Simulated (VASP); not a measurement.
Wanted: the native input for a VASP 6.6.1 run.

| Property | Result |
| --- | --- |
| Task | single point |
| Functional | PBE |
| Potentials or basis | VASP PAW PBE potentials, release 64 (Ba_sv, Te) |
| Cutoff | 520 eV |
| k mesh | 4 × 4 × 4 |
| Occupations | gaussian, width 0.01 eV |
| Spin | no spin polarisation |
| Dipole correction | no |
| Further INCAR settings | ALGO = Normal; EDIFF = 1e-06; NBANDS = 15 |

The structure of BaTe lies in POSCAR:

```
BaTe
1.0
    0.0000000000      3.5323868249      3.5323868249
    3.5323868249      0.0000000000      3.5323868249
    3.5323868249      3.5323868249      0.0000000000
Ba Te
1 1
Direct
    0.0000000000      0.0000000000      0.0000000000
    0.5000000000      0.5000000000      0.5000000000
```

These files were run (other wordings do the same):

INCAR

```
PREC = Accurate
ENCUT = 520
EDIFF = 1E-6
ISMEAR = 0
SIGMA = 0.01
LREAL = F
LASPH = T
NELM = 100
ALGO = Normal
ISIF = 2
LWAVE = F
LCHARG = T
GGA = PE
LELF = T
LVHAR = T
NBANDS = 15
```

KPOINTS

```
Automatic mesh
0
Gamma
  4 4 4
```

Potentials or basis: VASP PAW PBE potentials, release 64 (Ba_sv, Te).

Command:

```console
$ cat potpaw_PBE.64/Ba_sv/POTCAR potpaw_PBE.64/Te/POTCAR > POTCAR
$ mpirun -np 1 vasp_std > vasp.out
```

It gave:

```
Pressure               : 0.4 GPa
Band gap on the k mesh : 1.57 eV, indirect (least direct gap 1.96 eV)
```

Caveat: spin-orbit coupling is left out, which moves the levels of the heavy elements.

Wall time 30 s on 1 thread of AMD EPYC 7R43 64-Core Processor (Zen 3), on a shared host, peak memory 0.19 GiB.
